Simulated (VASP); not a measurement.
# NaH (Fm-3m) in VASP: further runs, part 2 of 2

VASP 6.6.1. The steps go on from the part before.

### 3 Single point, PBE

Input file INCAR:

```
SYSTEM = NaH
PREC = Accurate ; ENCUT = 520
EDIFF = 1E-6 ; ISMEAR = -1
SIGMA = 0.05 ; LREAL = .False.
LASPH = .True. ; NELM = 100
ALGO = Normal ; ISIF = 2
LWAVE = .False. ; LCHARG = .False.
GGA = PE ; NBANDS = 11
```

Input file KPOINTS:

```
regular mesh
0
Gamma
  6 6 6
  0 0 0
```

Input file POSCAR:

```
NaH
1.0
    0.0000000000      2.4400000000      2.4400000000
    2.4400000000      0.0000000000      2.4400000000
    2.4400000000      2.4400000000      0.0000000000
Na H
1 1
Direct
    0.0000000000      0.0000000000      0.0000000000
    0.5000000000      0.5000000000      0.5000000000
```

Potentials or basis: VASP PAW PBE potentials, release 64 (Na_pv, H).

Command:

```bash
$ cat potpaw_PBE.64/Na_pv/POTCAR potpaw_PBE.64/H/POTCAR > POTCAR
$ mpirun -np 1 vasp_std > vasp.out
```

OUTCAR:

```text
SYSTEM = NaH
   PREC = Accurate
   ENCUT = 520
   EDIFF = 1E-6
   ISMEAR = -1
   LREAL = .False.
   LASPH = .True.
   NELM = 100
   ISIF = 2
   GGA = PE

 ion  position               nearest neighbor table
   1  0.000  0.000  0.000-
   2  0.500  0.500  0.500-

  LATTYP: Found a face centered cubic cell.
 ALAT       =     4.8800000000

  Lattice vectors:

 A1 = (   0.0000000000,   2.4400000000,   2.4400000000)
 A2 = (   2.4400000000,   0.0000000000,   2.4400000000)
[... 396 lines left out ...]
     11      19.4128      0.00000

------------------------ aborting loop because EDIFF is reached ----------------------------------------

  FORCE on cell =-STRESS in cart. coord.  units (eV):
  Direction    XX          YY          ZZ          XY          YZ          ZX
  --------------------------------------------------------------------------------------
  -------------------------------------------------------------------------------------
  Total       -0.1243603     -0.1243603     -0.1243603     -0.0000000     -0.0000000     -0.0000000
  in kB       -6.8579267     -6.8579267     -6.8579267     -0.0000000     -0.0000000     -0.0000000
  external PRESSURE =      -6.8579267 kB  Pullay stress =       0.0000000 kB

 VOLUME and BASIS-vectors are now :
 -----------------------------------------------------------------------------
  energy-cutoff  :      520.00
  volume of cell :       29.05
      direct lattice vectors                 reciprocal lattice vectors
     0.000000000  2.440000000  2.440000000    -0.204918033  0.204918033  0.204918033
     2.440000000  0.000000000  2.440000000     0.204918033 -0.204918033  0.204918033
     2.440000000  2.440000000  0.000000000     0.204918033  0.204918033 -0.204918033

 POSITION                                       TOTAL-FORCE (eV/Angst)
 -----------------------------------------------------------------------------------
      0.00000      0.00000      0.00000        -0.000000     -0.000000     -0.000000
      2.44000      2.44000      2.44000         0.000000      0.000000      0.000000
 -----------------------------------------------------------------------------------
    total drift:                               -0.000000     -0.000000     -0.000000

  FREE ENERGIE OF THE ION-ELECTRON SYSTEM (eV)
  ---------------------------------------------------
  free  energy   TOTEN  =        -5.0860762136 eV

  energy  without entropy=       -5.0860762135  energy(sigma->0) =       -5.08607621
```

OSZICAR:

```text
N       E                     dE             d eps       ncg     rms          rms(c)
DAV:   1     0.406564828596E+02    0.40656E+02   -0.44122E+03   358   0.740E+02
DAV:   2    -0.381731324030E+01   -0.44474E+02   -0.43828E+02   370   0.214E+02
DAV:   3    -0.550075401066E+01   -0.16834E+01   -0.16820E+01   439   0.361E+01
DAV:   4    -0.551120574783E+01   -0.10452E-01   -0.10451E-01   422   0.293E+00
DAV:   5    -0.551129886051E+01   -0.93113E-04   -0.93112E-04   408   0.290E-01    0.317E+00
DAV:   6    -0.517169050660E+01    0.33961E+00   -0.34481E-01   399   0.272E+00    0.146E+00
DAV:   7    -0.508122314390E+01    0.90467E-01   -0.33202E-01   394   0.210E+00    0.354E-01
DAV:   8    -0.508616318699E+01   -0.49400E-02   -0.10215E-02   376   0.936E-01    0.681E-02
DAV:   9    -0.508608708196E+01    0.76105E-04   -0.11915E-03   426   0.354E-01    0.226E-02
DAV:  10    -0.508607311314E+01    0.13969E-04   -0.62386E-05   402   0.499E-02    0.438E-03
DAV:  11    -0.508607646891E+01   -0.33558E-05   -0.62870E-06   384   0.113E-02    0.311E-03
DAV:  12    -0.508607621355E+01    0.25535E-06   -0.22378E-07   248   0.324E-03
   1 F= -.50860762E+01 E0= -.50860762E+01  d E =-.134589E-10
```

It took 11 s on 1 thread of Intel Xeon Platinum 8259CL at 2.50GHz (Skylake/Cascade Lake), shared host; peak memory 0.15 GiB.

Results:

```
Free energy            : -5.0861 eV
Pressure               : -0.7 GPa
Band gap on the k mesh : 3.76 eV, indirect (least direct gap 4.55 eV)
```

Levels at points of the mesh, in eV from the valence-band top:
| k point | band 2 | band 3 | band 4 | band 5 | band 6 | band 7 |
| --- | --- | --- | --- | --- | --- | --- |
| (0.00, 0.00, 0.00) | -22.11 | -22.11 | -3.49 | 10.21 | 15.43 | 15.43 |
| (0.50, 0.00, 0.00) | -22.12 | -22.12 | -0.80 | 3.76 | 10.63 | 13.25 |
| (0.50, 0.50, 0.00) | -22.14 | -22.14 | -0.13 | 4.62 | 9.97 | 10.54 |

A k mesh can miss the band edges.

### 4 Single point, PBEsol (volume scaled by 0.94)

Input file INCAR:

```
ALGO = Normal
EDIFF = 1E-6
ENCUT = 520
GGA = PS
ISIF = 2
ISMEAR = -1
LASPH = T
LCHARG = F
LREAL = F
LWAVE = F
NBANDS = 11
NELM = 60
PREC = Accurate
SIGMA = 0.05
```

Input file KPOINTS:

```
k-points
0
Gamma
  9 9 9
```

Input file POSCAR:

```
NaH
1.0
    0.0000000000      2.3901901053      2.3901901053
    2.3901901053      0.0000000000      2.3901901053
    2.3901901053      2.3901901053      0.0000000000
Na H
1 1
Direct
    0.0000000000      0.0000000000      0.0000000000
    0.5000000000      0.5000000000      0.5000000000
```

Potentials or basis: VASP PAW PBE potentials, release 64 (Na_pv, H).

Command:

```bash
$ cat potpaw_PBE.64/Na_pv/POTCAR potpaw_PBE.64/H/POTCAR > POTCAR
$ mpirun -np 1 vasp_std > vasp.out
```

OUTCAR:

```text
EDIFF = 1E-6
   ENCUT = 520
   GGA = PS
   ISIF = 2
   ISMEAR = -1
   LASPH = T
   LREAL = F
   NELM = 60
   PREC = Accurate

 ion  position               nearest neighbor table
   1  0.000  0.000  0.000-
   2  0.500  0.500  0.500-

  LATTYP: Found a face centered cubic cell.
 ALAT       =     4.7803802106

  Lattice vectors:

 A1 = (   0.0000000000,   2.3901901053,   2.3901901053)
 A2 = (   2.3901901053,   0.0000000000,   2.3901901053)
 A3 = (   2.3901901053,   2.3901901053,   0.0000000000)

Analysis of symmetry for initial positions (statically):
=====================================================================
 Subroutine PRICEL returns:
 Original cell was already a primitive cell.

 Routine SETGRP: Setting up the symmetry group for a
 face centered cubic supercell.

 Subroutine GETGRP returns: Found 48 space group operations
 (whereof 48 operations were pure point group operations)
 out of a pool of 48 trial point group operations.

The static configuration has the point symmetry O_h .
[... 167 lines left out ...]

 k-point     1 :       0.0000    0.0000    0.0000
  band No.  band energies     occupation
      1     -22.9329      2.00000
      2     -22.9329      2.00000
      3     -22.9329      2.00000
      4      -4.8068      2.00000
      5       9.7142      0.00000
      6      14.6501      0.00000
      7      14.6501      0.00000
      8      14.6501      0.00000
      9      15.6790      0.00000
     10      15.6790      0.00000
     11      15.6790      0.00000
[... 309 lines left out ...]
 k-point    24 :       0.4444    0.4444    0.0000
  band No.  band energies     occupation
      1     -23.0264      2.00000
      2     -22.9681      2.00000
      3     -22.9681      2.00000
      4      -1.3773      2.00000
      5       3.7207      0.00000
      6       8.9841      0.00000
      7       9.7733      0.00000
      8       9.7733      0.00000
      9      11.2066      0.00000
     10      22.7885      0.00000
     11      24.5130      0.00000

 [... further k-points ...]

------------------------ aborting loop because EDIFF is reached ----------------------------------------

  FORCE on cell =-STRESS in cart. coord.  units (eV):
  Direction    XX          YY          ZZ          XY          YZ          ZX
  --------------------------------------------------------------------------------------
  -------------------------------------------------------------------------------------
  Total        0.0256081      0.0256081      0.0256081      0.0000000      0.0000000      0.0000000
  in kB        1.5023141      1.5023141      1.5023141      0.0000000      0.0000000      0.0000000
  external PRESSURE =       1.5023141 kB  Pullay stress =       0.0000000 kB

 VOLUME and BASIS-vectors are now :
 -----------------------------------------------------------------------------
  energy-cutoff  :      520.00
  volume of cell :       27.31
      direct lattice vectors                 reciprocal lattice vectors
     0.000000000  2.390190105  2.390190105    -0.209188382  0.209188382  0.209188382
     2.390190105  0.000000000  2.390190105     0.209188382 -0.209188382  0.209188382
     2.390190105  2.390190105  0.000000000     0.209188382  0.209188382 -0.209188382

 POSITION                                       TOTAL-FORCE (eV/Angst)
 -----------------------------------------------------------------------------------
      0.00000      0.00000      0.00000         0.000000      0.000000      0.000000
      2.39019      2.39019      2.39019         0.000000      0.000000     -0.000000
 -----------------------------------------------------------------------------------
    total drift:                               -0.000000     -0.000000     -0.000000

  FREE ENERGIE OF THE ION-ELECTRON SYSTEM (eV)
  ---------------------------------------------------
  free  energy   TOTEN  =        -5.0857289844 eV

  energy  without entropy=       -5.0857289844  energy(sigma->0) =       -5.08572898
```

It took 18 s on 1 thread of Intel Xeon Platinum 8259CL at 2.50GHz (Skylake/Cascade Lake), shared host; peak memory 0.15 GiB.

What came out:

```
Free energy            : -5.0857 eV
Pressure               : 0.2 GPa
Band gap on the k mesh : 3.93 eV, indirect (least direct gap 4.68 eV)
```

Levels at points of the mesh, in eV from the valence-band top:
```tsv
k point	band 1	band 2	band 3	band 4	band 5	band 6	band 7	band 8	band 9
(0.00, 0.00, 0.00)	-21.87	-21.87	-21.87	-3.75	10.77	15.71	15.71	15.71	16.74
```

Caveat: the PAW data sets were made with another functional, which shifts forces and pressure a little. A k mesh can miss the band edges.

### 5 Overview

```csv
level,potentials or basis,cell,k mesh,gap on the mesh (eV),pressure (GPa)
LDA,"VASP PAW LDA potentials, release 64 (Na_pv, H)","a = 3.451 Å, angles 60.0°, 2 atoms",9 × 9 × 9,3.67,-2.7
PBE,"VASP PAW PBE potentials, release 64 (Na_pv, H)","a = 3.451 Å, angles 60.0°, 2 atoms",6 × 6 × 6,3.76,-0.7
PBEsol,"VASP PAW PBE potentials, release 64 (Na_pv, H)","a = 3.380 Å, angles 60.0°, 2 atoms",9 × 9 × 9,3.93,0.2
```

Alike in all rows: task single point; no spin polarisation; cutoff (eV) 520; smearing fermi-dirac 0.05 eV.

Caveats: the PAW data sets were made with another functional, which shifts forces and pressure a little (some runs).

Total energies depend on the potentials used, so only differences within one code and one set of settings carry meaning.
